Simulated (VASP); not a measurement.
Wanted: the native input for a VASP 6.6.1 run.

| Item | Value |
| --- | --- |
| Task | single point |
| Functional | r2SCAN |
| Potentials or basis | VASP PAW PBE potentials, release 64 (Cu, O) |
| Cutoff | 520 eV |
| k mesh | 1 × 1 × 1 |
| Occupations | gaussian, width 0.1 eV |
| Spin | collinear spin, ferromagnetic start |
| Starting moments | [0.7, 0.7, 0.35, 0.35] μB |
| Dipole correction | no |
| Further INCAR settings | ALGO = Normal; EDIFF = 1e-06; NBANDS = 29 |

CuO:

```
Cu O
1.0
     2.34465   -1.71340    0.00000
     2.34465    1.71340    0.00000
    -0.86055    0.00000    5.05944
Cu O
2 2
Cartesian
  1.1723 0.8457 0.0000
  0.7421 -0.8457 2.5297
  2.0724 -0.2841 1.2836
  1.6421 0.2841 3.8133
```

The input as run:

POSCAR

```
CuO
1.0
    2.3446500000     -1.7134000000      0.0000000000
    2.3446500000      1.7134000000      0.0000000000
   -0.8605500000      0.0000000000      5.0594400000
Cu O
2 2
Direct
    0.0032000000      0.4968000000      0.0000000000
    0.4968000000      0.0032000000      0.5000000000
    0.5714000000      0.4056000000      0.2537000000
    0.4056000000      0.5714000000      0.7537000000
```

INCAR.step1

```
PREC     = Accurate       # precision mode
ENCUT    = 520            # plane-wave cutoff, eV
ISMEAR   = 0              # smearing method
SIGMA    = 0.1            # smearing width, eV
LREAL    = F              # projectors in reciprocal space
LASPH    = T              # aspherical terms in the spheres
NELM     = 150            # most SCF steps
ISPIN    = 2              # spin polarisation
MAGMOM   = 0.7 0.7 0.35 0.35 # initial moments
LMAXMIX  = 4              # l up to which the mixer works
NBANDS   = 29             # bands
GGA      = PE             # functional
ALGO     = Normal         # electronic algorithm
EDIFF    = 1E-4           # SCF threshold, eV
LWAVE    = T              # write WAVECAR
LCHARG   = F              # write CHGCAR
```

INCAR.step2

```
PREC     = Accurate       # precision mode
ENCUT    = 520            # plane-wave cutoff, eV
EDIFF    = 1E-6           # SCF threshold, eV
ISMEAR   = 0              # smearing method
SIGMA    = 0.1            # smearing width, eV
LREAL    = F              # projectors in reciprocal space
LASPH    = T              # aspherical terms in the spheres
NELM     = 150            # most SCF steps
ALGO     = Normal         # electronic algorithm
ISIF     = 2              # what is computed and relaxed
LWAVE    = F              # write WAVECAR
LCHARG   = T              # write CHGCAR
ISPIN    = 2              # spin polarisation
MAGMOM   = 0.7 0.7 0.35 0.35 # initial moments
LORBIT   = 11             # projections on sites
LMAXMIX  = 4              # l up to which the mixer works
METAGGA  = R2SCAN         # meta-GGA
LMIXTAU  = T            
LELF     = T              # ELF
LVHAR    = T            
NBANDS   = 29             # bands
ISTART   = 1
```

KPOINTS

```
regular mesh
0
Gamma
  1 1 1
```

Potentials or basis: VASP PAW PBE potentials, release 64 (Cu, O).

The run is started by

```console
$ cat potpaw_PBE.64/Cu/POTCAR potpaw_PBE.64/O/POTCAR > POTCAR
$ cp INCAR.step1 INCAR
$ mpirun -np 1 vasp_gam > vasp.out
$ cp INCAR.step2 INCAR
$ mpirun -np 1 vasp_gam > vasp.out
```

Results of the run:

```
Pressure                                              : -1.9 GPa
Largest force                                         : 1.679 eV/Å
Band gap on the k mesh                                : 0.51 eV
Net moment                                            : 0.00 μB per cell
Valence electrons inside the program's atomic spheres : Cu 9.86; O 5.10
```

Caveat: the k points lie up to 2.28 Å⁻¹ apart; the PAW data sets were made with another functional, which shifts forces and pressure a little.

Run time: 33 s on 1 thread of AMD EPYC 9R45 (Zen 5), with other jobs on the host, peak memory 0.14 GiB.
